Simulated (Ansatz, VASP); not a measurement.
One calculation of CuSn2O2, two programs

```
Sn O Cu
1.0
     3.82017    0.00000    0.00000
     0.00000    3.82017    0.00000
     0.00000    0.00000   19.36304
Sn O Cu
2 2 1
Direct
  0.50000 0.00000 0.20658
  0.00000 0.50000 0.32862
  0.00000 0.00000 0.26760
  0.50000 0.50000 0.26760
  0.25000 0.00000 0.48355
```

Alike in both runs: task single point; functional PBE; dispersion D3(BJ); k mesh 7 × 7 × 1; occupations gaussian, width 0.05 eV; collinear spin.

|  | VASP | Ansatz |
| --- | --- | --- |
| version | VASP 6.6.1 | Ansatz 0.2.0 |
| potentials or method | VASP PAW PBE potentials, release 64 (Sn_d, O, Cu), cutoff 520 eV | scalar-relativistic, plane waves, PAW |
| valence electrons in the cell | 51 | 59 |

VASP gave:

| Quantity | Value |
| --- | --- |
| gap on the k mesh at the Fermi level (eV) | none |
| rms of the force components (eV/Å) | 0.111 |
| net moment per atom (μB) | 0.00 |
| work function, face that differs most (eV) | 4.80 |

Task: What did Ansatz give for the same quantities?

Result: gap on the k mesh at the Fermi level (eV): none; rms of the force components (eV/Å): 0.098; net moment per atom (μB): 0.00; work function, face that differs most (eV): 4.81.

A gap of «none» marks a metal or a gap that the smearing closes. VASP's potentials hold 51 valence electrons a cell and Ansatz's 59, so a difference there can come from the potentials and not from the codes. Ansatz's warnings: seeded moment not kept.
